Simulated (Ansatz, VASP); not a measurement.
**One calculation of BaC2, two programs**

```
Ba C
1.0
    -2.32618    2.32618    3.26129
     2.32618   -2.32618    3.26129
     2.32618    2.32618   -3.26129
Ba C
1 2
Direct
  0.00000 0.00000 0.00000
  0.58701 0.58701 0.00000
  0.41299 0.41299 0.00000
```

Alike in both runs: task single point; functional LDA; k mesh 10 × 10 × 10; occupations gaussian, width 0.05 eV; no spin polarisation.

|  | VASP | Ansatz |
| --- | --- | --- |
| version | VASP 6.6.1 | Ansatz 0.2.0 |
| potentials or method | VASP PAW LDA potentials, release 64 (Ba_sv, C), cutoff 520 eV | scalar-relativistic, plane waves, PAW |
| valence electrons in the cell | 18 | 18 |

VASP gave:

```
gap on the k mesh at the Fermi level (eV)                     : 1.24
least direct gap on the mesh (eV)                             : 2.39
pressure (GPa)                                                : 12.4
traceless stress, the component that is largest in VASP (GPa) : 36.18
rms of the force components (eV/Å)                            : 6.074
```

Which values does Ansatz return?

gap on the k mesh at the Fermi level (eV): 1.32; least direct gap on the mesh (eV): 2.43; pressure (GPa): 11.4; traceless stress, the component that is largest in VASP (GPa): 34.56; rms of the force components (eV/Å): 5.994.

LDA's correlation is that of Perdew and Zunger in VASP and of Perdew and Wang (1992) in Ansatz. Atom by atom the forces differ by 0.079 eV/Å (rms over components).

Neither program's run includes spin-orbit coupling.
